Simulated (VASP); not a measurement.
**ZrS: relaxation of cell and atoms with PBEsol**

The system is ZrS.

```
Zr S
1.0
     0.00000    2.45686    2.45686
     2.45686    0.00000    2.45686
     2.45686    2.45686    0.00000
Zr S
1 1
Direct
  0.00000 0.00000 0.00000
  0.50000 0.50000 0.50000
```

* Program: VASP 6.6.1
* Task: relaxation of cell and atoms
* Functional: PBEsol
* Potentials or basis: VASP PAW PBE potentials, release 64 (Zr_sv, S)
* Cutoff: 600 eV
* k mesh: 14 × 14 × 14
* Occupations: gaussian, width 0.1 eV
* Spin: no spin polarisation
* Target pressure: 30 GPa
* Dipole correction: no
* Further INCAR settings: ALGO = Normal; EDIFF = 1e-06; IBRION = 2; EDIFFG = -0.008; NSW = 70; ISIF = 3

* Relaxed volume: 14.90 Å³/atom
* Relaxed cell: a = 3.480 Å, b = 3.480 Å, c = 3.480 Å, α = 60.00°, β = 60.00°, γ = 60.00°
* Space group after relaxing (to 0.1 Å): Fm-3m (No. 225)
* Energy change on relaxing (the run minimises the enthalpy): -13.9 meV/atom
* Ionic steps: 3
* Pressure after relaxing: 30.0 GPa

Step by step:
```csv
step,energy change (eV),largest force (eV/Å),pressure (GPa),volume (Å³)
1,0.0000,0.0000,31.33,29.66
2,-0.0958,0.0000,26.62,30.19
3,-0.0278,0.0000,30.00,29.81
```

Final structure:
```cif
data_structure
_symmetry_space_group_name_H-M 'P 1'
_symmetry_Int_Tables_number 1
_cell_length_a 3.4802
_cell_length_b 3.4802
_cell_length_c 3.4802
_cell_angle_alpha 60.000
_cell_angle_beta 60.000
_cell_angle_gamma 60.000
_cell_volume 29.81
loop_
_atom_site_label
_atom_site_type_symbol
_atom_site_fract_x
_atom_site_fract_y
_atom_site_fract_z
_atom_site_occupancy
Zr1 Zr 0.00000 0.00000 0.00000 1
S1 S 0.50000 0.50000 0.50000 1
```

Levels at points of the mesh, in eV from the Fermi level:
| k point | band 5 | band 6 | band 7 | band 8 | band 9 | band 10 | band 11 | band 12 | band 13 |
| --- | --- | --- | --- | --- | --- | --- | --- | --- | --- |
| (0.00, 0.00, 0.00) | -16.68 | -3.48 | -3.48 | -3.48 | -1.83 | -1.83 | -1.83 | -0.93 | -0.93 |
| (0.50, 0.00, 0.00) | -14.25 | -9.00 | -6.75 | -6.75 | 1.99 | 1.99 | 2.07 | 2.55 | 6.31 |
| (0.50, 0.50, 0.00) | -15.72 | -6.42 | -4.45 | -4.45 | -4.45 | 0.62 | 3.19 | 3.19 | 3.81 |

Run time: 43 s on 1 thread of Intel(R) Xeon(R) 6975P-C (Granite Rapids), on a shared host, peak memory 0.2 GiB.

Caveat: the cell is relaxed towards a set pressure, so the run minimises the enthalpy, not the energy; the highest band is partly filled, so the run has too few bands; the PAW data sets were made with another functional, which shifts forces and pressure a little. Zero-point motion and thermal expansion aren't in these numbers.
